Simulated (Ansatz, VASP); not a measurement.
# Two plane-wave programs on Be4ZnTe

```
CELL_PARAMETERS angstrom
3.77444 -3.51696 0.00000
3.77444 3.51696 0.00000
0.00000 0.00000 3.86654
ATOMIC_POSITIONS crystal
Be 0.22105 0.22105 0.50000
Be 0.77895 0.77895 0.50000
Be 0.35238 0.64762 0.00000
Be 0.64762 0.35238 0.00000
Zn 0.50000 0.50000 0.50000
Te 0.00000 0.00000 0.00000
```

Change from the starting cell: species swapped into the CrMoO4 type (Cmmm, No. 65).

Alike in both runs: functional PBE; k mesh 3 × 3 × 5; occupations gaussian, width 0.2 eV; no spin polarisation.

Ansatz relaxed the structure, and its values are those at the end. VASP's run is a single point on that final structure, the one shown.

```csv
,VASP,Ansatz
version,VASP 6.6.1,Ansatz 0.2.0
potentials or method,"VASP PAW PBE potentials, release 64 (Be, Zn, Te), cutoff 600 eV","scalar-relativistic, plane waves, PAW"
valence electrons in the cell,26,36
```

```csv
,VASP,Ansatz,Ansatz less VASP
gap on the k mesh at the Fermi level (eV),none,none,-
pressure (GPa),0.4,0.2,-0.15
rms of the force components (eV/Å),0.009,0.012,+0.0035
```

A gap of «none» marks a metal or a gap that the smearing closes. VASP's potentials hold 26 valence electrons a cell and Ansatz's 36, so a difference there can come from the potentials and not from the codes.

The k mesh is coarse, so the values compare programs but aren't converged. Spin-orbit coupling is off throughout.
